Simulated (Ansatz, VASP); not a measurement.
# TaAs: VASP beside Ansatz

```
Ta As
1.0
     3.33639    0.00000    0.00000
     0.00000    3.33639    0.00000
     0.00000    0.00000   25.74029
Ta As
1 1
Direct
  0.00000 0.00000 0.27235
  0.50000 0.50000 0.31040
```

Alike in both runs: functional PBE; k mesh 6 × 6 × 1; occupations gaussian, width 0.1 eV; no spin polarisation.

Ansatz relaxed the structure, and its values are those at the end. VASP's run is a single point on that final structure, the one shown.

|  | VASP | Ansatz |
| --- | --- | --- |
| version | VASP 6.6.1 | Ansatz 0.2.0 |
| potentials or method | VASP PAW PBE potentials, release 64 (Ta_pv, As), cutoff 400 eV | scalar-relativistic, plane waves, PAW |
| valence electrons in the cell | 16 | 28 |

|  | VASP | Ansatz | Ansatz less VASP |
| --- | --- | --- | --- |
| gap on the k mesh at the Fermi level (eV) | none | none | - |
| rms of the force components (eV/Å) | 0.020 | 0.004 | -0.0160 |

A gap of «none» marks a metal or a gap that the smearing closes. VASP's potentials hold 16 valence electrons a cell and Ansatz's 28, so a difference there can come from the potentials and not from the codes. Ansatz's warnings: slab cell height set.

Spin-orbit coupling is off throughout.
